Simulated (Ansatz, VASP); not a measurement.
# One calculation of CoO, two programs

Contents of INCAR:

```
PREC = Accurate
ENCUT = 600
EDIFF = 1E-6
ISMEAR = 0
SIGMA = 0.05
LREAL = F
LASPH = T
NELM = 200
ALGO = Normal
ISIF = 2
LWAVE = F
LCHARG = F
ISPIN = 2
MAGMOM = 2.88 0.24
LORBIT = 11
LMAXMIX = 4
LDAU = T
LDAUTYPE = 2
LDAUL = 2 -1
LDAUU = 3.3 0
LDAUJ = 0 0
LDAUPRINT = 1
GGA = PE
NBANDS = 22
GGA_COMPAT = F
```

File KPOINTS:

```
regular mesh
0
Gamma
  10 10 10
```

The input POSCAR:

```
CoO
1.0
    0.0000000000      2.1628257023      2.1628257023
    2.1628257023      0.0000000000      2.1628257023
    2.1628257023      2.1628257023      0.0000000000
Co O
1 1
Direct
    0.0000000000      0.0000000000      0.0000000000
    0.5000000000      0.5000000000      0.5000000000
```

Input for Ansatz:

```yaml
crystal:
  lattice:
    - [0.0, 2.1628257023, 2.1628257023]
    - [2.1628257023, 0.0, 2.1628257023]
    - [2.1628257023, 2.1628257023, 0.0]
  atoms:
    - { symbol: Co, position: [0.0, 0.0, 0.0], spin: 2.88 }
    - { symbol: O, position: [0.5, 0.5, 0.5] }
basis:
  ecutwfc: 420
  ecutrho_ratio: 4
kpoints:
  mp_grid: { grid: [10, 10, 10] }
hamiltonian:
  xc: pbe
  hubbard:
    sites:
      - { species: Co, l: d, u_eff: 3.3, starting_ns: start.occupation_matrices }
    ns_hold: { iters: 6 }
scf:
  occupations: { method: gaussian, width: 0.05 }
  lower_state_search: "off"
output:
  forces: true
  stress: true
  eigenvalues: true
  populations: true
  hubbard: { sites: [{ species: Co, l: d }] }
magnetization:
  spin_polarized: true
```

Alike in both runs: task single point; functional PBE; k mesh 10 × 10 × 10; occupations gaussian, width 0.05 eV; collinear spin; Hubbard terms Co d U = 3.3 eV.

```csv
,VASP,Ansatz
version,VASP 6.6.1,Ansatz 0.2.0
potentials or method,"VASP PAW PBE potentials, release 64 (Co_sv, O), cutoff 600 eV","scalar-relativistic, plane waves, PAW"
valence electrons in the cell,23,23
```

```tsv
	VASP	Ansatz	Ansatz less VASP
pressure (GPa)	-10.2	0.0	+10.19
net moment per atom (μB)	1.50	1.50	+0.001
size of the moment on the site where the two differ most (μB)	2.69	2.62	-0.073
```

Site moments also hang on the region over which each program counts them. The programs project onto different local orbitals, so the same U acts differently, and such runs can settle in different states. Ansatz's warnings: symmetry narrowed by occupation matrices.
